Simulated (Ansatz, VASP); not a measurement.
**Hf in VASP and in Ansatz**

```xyz
6
Lattice="3.1589 0.0000 0.0000 0.0000 4.9987 0.0000 0.0000 0.0000 22.3832" Properties=species:S:1:pos:R:3 pbc="T T T"
Hf    2.3691    3.7490    8.1112
Hf    0.7897    1.2497    8.9843
Hf    0.7897    3.7490   10.7036
Hf    2.3691    1.2497   11.6796
Hf    2.3691    3.7490   13.3989
Hf    0.7897    1.2497   14.2720
```

Alike in both runs: functional PBEsol; k mesh 10 × 7 × 1; occupations fermi-dirac, width 0.05 eV; no spin polarisation.

Ansatz relaxed the structure, and its values are those at the end. VASP's run is a single point on that final structure, the one shown.

```csv
,VASP,Ansatz
version,VASP 6.6.1,Ansatz 0.2.0
potentials or method,"VASP PAW PBE potentials, release 64 (Hf_pv), cutoff 520 eV","all-electron LAPW, scalar-relativistic"
```

```tsv
	VASP	Ansatz	Ansatz less VASP
rms of the force components (eV/Å)	0.014	0.002	-0.0119
```

VASP's potentials were made for PBE, not for PBEsol. Ansatz ran all-electron here, and VASP with PAW potentials.

Neither program's run includes spin-orbit coupling.
